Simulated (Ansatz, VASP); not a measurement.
**Au in VASP and in Ansatz**

```
CELL_PARAMETERS angstrom
2.90000 0.00000 0.00000
-1.45000 2.51147 0.00000
0.00000 0.00000 4.88000
ATOMIC_POSITIONS crystal
Au 0.29352 0.58703 0.75000
Au 0.66667 0.33333 0.25000
```

Alike in both runs: task single point; functional PBEsol; k mesh 18 × 18 × 10; occupations gaussian, width 0.15 eV; no spin polarisation.

|  | VASP | Ansatz |
| --- | --- | --- |
| version | VASP 6.6.1 | Ansatz 0.2.0 |
| potentials or method | VASP PAW PBE potentials, release 64 (Au), cutoff 520 eV | scalar-relativistic, plane waves, PAW |
| valence electrons in the cell | 22 | 38 |

VASP gave:

| Item | Value |
| --- | --- |
| gap on the k mesh at the Fermi level (eV) | none |
| pressure (GPa) | -6.4 |
| traceless stress, the component that is largest in VASP (GPa) | -0.49 |
| rms of the force components (eV/Å) | 0.017 |

Q: Estimate Ansatz's values.

A: gap on the k mesh at the Fermi level (eV): none; pressure (GPa): -6.2; traceless stress, the component that is largest in VASP (GPa): -0.50; rms of the force components (eV/Å): 0.017.

VASP's potentials were made for PBE, not for PBEsol. Atom by atom the forces differ by 0.000 eV/Å (rms over components). A gap of «none» marks a metal or a gap that the smearing closes. VASP's potentials hold 22 valence electrons a cell and Ansatz's 38, so a difference there can come from the potentials and not from the codes.

Spin-orbit coupling is off throughout.
